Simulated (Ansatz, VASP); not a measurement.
**Ga in VASP and in Ansatz**

Contents of INCAR:

```
SYSTEM = Ga
  PREC = Accurate
  ENCUT = 600
  EDIFF = 1E-6
  ISMEAR = 0
  SIGMA = 0.1
  LREAL = .FALSE.
  LASPH = .TRUE.
  NELM = 100
  ALGO = Normal
  ISIF = 3
  LWAVE = .FALSE.
  LCHARG = .FALSE.
  GGA = PE
  IBRION = 2
  NSW = 100
  EDIFFG = -0.005
```

File KPOINTS:

```
Automatic mesh
0
G
  16 16 14
  0 0 0
```

Contents of POSCAR:

```
Ga
1.0
    1.4500000000     -4.0650000000      0.0000000000
    1.4500000000      4.0650000000      0.0000000000
    0.0000000000      0.0000000000      3.1700000000
Ga
2
Direct
    0.8670000000      0.1330000000      0.2500000000
    0.1330000000      0.8670000000      0.7500000000
```

Input for Ansatz:

```yaml
crystal:
  lattice:
    - [1.45, -4.065, 0.0]
    - [1.45, 4.065, 0.0]
    - [0.0, 0.0, 3.17]
  atoms:
    - { symbol: Ga, position: [0.867, 0.133, 0.25] }
    - { symbol: Ga, position: [0.133, 0.867, 0.75] }
basis:
  ecutwfc: 420
kpoints:
  mp_grid: { grid: [16, 16, 14] }
hamiltonian:
  xc: pbe
scf:
  occupations: { method: gaussian, width: 0.1 }
output:
  forces: true
  stress: true
  eigenvalues: true
relax:
  adjacent_minimum: "off"
  f_tol: 0.005
  max_steps: 80
  cell: { stress_tol: 0.05 }
```

Alike in both runs: task relaxation of cell and atoms; functional PBE; k mesh 16 × 16 × 14; occupations gaussian, width 0.1 eV; no spin polarisation.

|  | VASP | Ansatz |
| --- | --- | --- |
| version | VASP 6.6.1 | Ansatz 0.2.0 |
| potentials or method | VASP PAW PBE potentials, release 64 (Ga_d), cutoff 600 eV | scalar-relativistic, plane waves, PAW |
| valence electrons in the cell | 26 | 26 |

|  | VASP | Ansatz | Ansatz less VASP |
| --- | --- | --- | --- |
| gap on the k mesh at the Fermi level, each at its own relaxed structure (eV) | none | none | - |
| relaxed volume (Å³/atom) | 19.17 | 19.14 | -0.027 |
| relaxed cell length with the largest relative difference (Å) | 3.384 | 3.383 | -0.0015 |

A gap of «none» marks a metal or a gap that the smearing closes.
